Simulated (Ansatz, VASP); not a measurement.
# Two plane-wave programs on Ir

The input INCAR:

```
ALGO = Normal
EDIFF = 1E-6
ENCUT = 520
GGA = PE
ISIF = 2
ISMEAR = -1
LASPH = True
LCHARG = False
LREAL = False
LWAVE = False
NBANDS = 20
NELM = 80
PREC = Accurate
SIGMA = 0.1
```

Contents of KPOINTS:

```
k-points
0
Gamma
  9 9 13
```

File POSCAR:

```
Ir
1.0
    4.5482173106      0.0000000000      0.0000000000
   -2.2741086553      3.9388717329      0.0000000000
    0.0000000000      0.0000000000      2.8086333261
Ir
3
Direct
    1.0000000000      1.0000000000      0.0000000000
    0.3333333333      0.6666666667      0.5000000000
    0.6666666667      0.3333333333      0.5000000000
```

Input for Ansatz:

```yaml
crystal:
  lattice:
    - [4.5482173106, 0.0, 0.0]
    - [-2.2741086553, 3.9388717329, 0.0]
    - [0.0, 0.0, 2.8086333261]
  atoms:
    - { symbol: Ir, position: [1.0, 1.0, 0.0] }
    - { symbol: Ir, position: [0.3333333333, 0.6666666667, 0.5] }
    - { symbol: Ir, position: [0.6666666667, 0.3333333333, 0.5] }
hamiltonian:
  xc: pbe
  pseudopotentials:
    kind: paw
    azcp:
      Ir: "pseudopotentials/Ir.paw.azcp"
basis:
  ecutwfc: 420
  fft_grid_basis: typed
kpoints:
  mp_grid: { grid: [9, 9, 13], shift: [0, 0, 0] }
magnetization:
  spin_polarized: false
scf:
  occupations: { method: fermi_dirac, width: 0.1 }
  lower_state_search: "off"
output:
  stress: true
```

Alike in both runs: task single point; functional PBE; k mesh 9 × 9 × 13; occupations fermi-dirac, width 0.1 eV; no spin polarisation.

|  | VASP | Ansatz |
| --- | --- | --- |
| version | VASP 6.6.1 | Ansatz 0.2.0 |
| potentials or method | VASP PAW PBE potentials, release 64 (Ir), cutoff 520 eV | plane waves (420 eV) with PAW, scalar-relativistic |
| valence electrons in the cell | 27 | 51 |

```tsv
	VASP	Ansatz	Ansatz less VASP
pressure (GPa)	-27.0	-27.2	-0.18
traceless stress, the component that is largest in VASP (GPa)	1.36	1.47	+0.107
```

VASP's potentials hold 27 valence electrons a cell and Ansatz's 51, so a difference there can come from the potentials and not from the codes.

Neither program's run includes spin-orbit coupling.
